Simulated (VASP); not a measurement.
Runs of VASP 6.6.1 on Ti. The structure is that of space group Fm-3m (No. 225), or close to it. The cells are those of the table. This isn't the form of Ti at room conditions, which is hcp.

| cell | k mesh | gap on the mesh (eV) | pressure (GPa) | moment (μB) |
| --- | --- | --- | --- | --- |
| a = 2.866 Å, angles 60.0°, 1 atom | 15 × 15 × 15 | none | 5.5 | 0.00 |
| a = 2.981 Å, angles 60.0°, 1 atom | 15 × 15 × 15 | none | -7.1 | 0.00 |
| a = 2.905 Å, angles 60.0°, 1 atom | 15 × 15 × 15 | none | (a) | 0.00 |
| a = 3.017 Å, angles 60.0°, 1 atom | 22 × 22 × 22 | none | -10.0 | 0.00 |
| a = 3.017 Å, angles 60.0°, 1 atom | 15 × 15 × 15 | none | (b) | 0.00 |

Alike in all rows: task single point; level r2SCAN; potentials or basis VASP PAW PBE potentials, release 64 (Ti_sv); spin collinear; cutoff (eV) 520; smearing fermi-dirac 0.05 eV.

Problem. Fill in the values left out.

Solution. (a) 0.5; (b) -10.1.

Caveats: the PAW data sets were made with another functional, which shifts forces and pressure a little; the cell stands under tension (at least some runs); the cell stands under pressure (at least some runs).

A gap of «none» marks levels without a gap at the run's occupations.
